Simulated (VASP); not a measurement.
Write the native input for VASP 6.6.1 that does the following.

- Task: single point
- Functional: PBE
- Potentials or basis: VASP PAW PBE potentials, release 64 (Al, Au)
- Cutoff: 520 eV
- k mesh: 10 × 10 × 10
- Occupations: gaussian, width 0.1 eV
- Spin: no spin polarisation
- Dipole correction: no
- Further INCAR settings: ALGO = Fast; EDIFF = 1e-06; NBANDS = 16

The structure of Al2Au lies in POSCAR:

```
Al2Au
1.0
    0.0085500000      3.1713600000      3.1983300000
    3.1587900000      0.0600000000      3.1468800000
    3.1502400000      3.1113600000      0.0685500000
Al Au
2 1
Direct
    0.2387316667      0.2605150000      0.2712116667
    0.7673666667      0.7145266667      0.7194900000
   -0.0061016667      0.0249616667      0.0092983333
```

This cell differs from its parent crystal: atoms moved at random and the cell strained at random.

These files were run (other wordings do the same):

INCAR

```
ALGO     = Fast           # electronic algorithm
EDIFF    = 1E-6           # SCF threshold, eV
ENCUT    = 520            # plane-wave cutoff, eV
GGA      = PE             # functional
ISIF     = 2              # what is computed and relaxed
ISMEAR   = 0              # smearing method
LASPH    = T              # aspherical terms in the spheres
LCHARG   = F              # write CHGCAR
LREAL    = F              # projectors in reciprocal space
LWAVE    = F              # write WAVECAR
NBANDS   = 16             # bands
NELM     = 60             # most SCF steps
PREC     = Accurate       # precision mode
SIGMA    = 0.1            # smearing width, eV
```

KPOINTS

```
k-points
0
Gamma
  10 10 10
```

Potentials or basis: VASP PAW PBE potentials, release 64 (Al, Au).

Command:

```bash
$ cat potpaw_PBE.64/Al/POTCAR potpaw_PBE.64/Au/POTCAR > POTCAR
$ mpirun -np 1 vasp_std > vasp.out
```

It gave:

```
Pressure               : -5.4 GPa
Largest force          : 1.209 eV/Å
Band gap on the k mesh : zero (an odd number of electrons rules out a gap without spin polarisation)
```

Caveat: the cell differs from its parent crystal (atoms moved at random and the cell strained at random); the cell stands under tension; spin-orbit coupling is left out, which moves the levels of the heavy elements; forces of over 1 eV/Å act on the atoms, so gaps and moduli don't describe the material at rest.

Wall time 11 min on 1 thread of AMD EPYC 7R43 64-Core Processor (Zen 3), on a shared host, peak memory 0.56 GiB.
